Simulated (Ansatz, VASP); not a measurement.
One calculation of CoW3, two programs

```
Co W
1.0
     3.95470    0.00000    0.00000
     0.00000    3.95470    0.00000
     0.00000    0.00000    4.05116
Co W
1 3
Direct
  0.00000 0.00000 0.00000
  0.00000 0.50000 0.50000
  0.50000 0.00000 0.50000
  0.50000 0.50000 0.00000
```

Change from the starting cell: strain +0.025 along x and y, +0.050 along z, atoms carried along.

Alike in both runs: task single point; functional PBEsol; k mesh 12 × 12 × 12; occupations gaussian, width 0.15 eV; no spin polarisation.

|  | VASP | Ansatz |
| --- | --- | --- |
| version | VASP 6.6.1 | Ansatz 0.2.0 |
| potentials or method | VASP PAW PBE potentials, release 64 (Co, W_sv), cutoff 520 eV | scalar-relativistic, plane waves, PAW |
| valence electrons in the cell | 51 | 59 |

|  | VASP | Ansatz | Ansatz less VASP |
| --- | --- | --- | --- |
| gap on the k mesh at the Fermi level (eV) | none | none | - |
| pressure (GPa) | -23.5 | -23.8 | -0.33 |
| traceless stress, the component that is largest in VASP (GPa) | -0.43 | -0.46 | -0.026 |

VASP's potentials were made for PBE, not for PBEsol. A gap of «none» marks a metal or a gap that the smearing closes. The functional is the same, so the differences come from potentials, cutoffs and numerics. VASP's potentials hold 51 valence electrons a cell and Ansatz's 59, so a difference there can come from the potentials and not from the codes.

Spin-orbit coupling is off throughout.
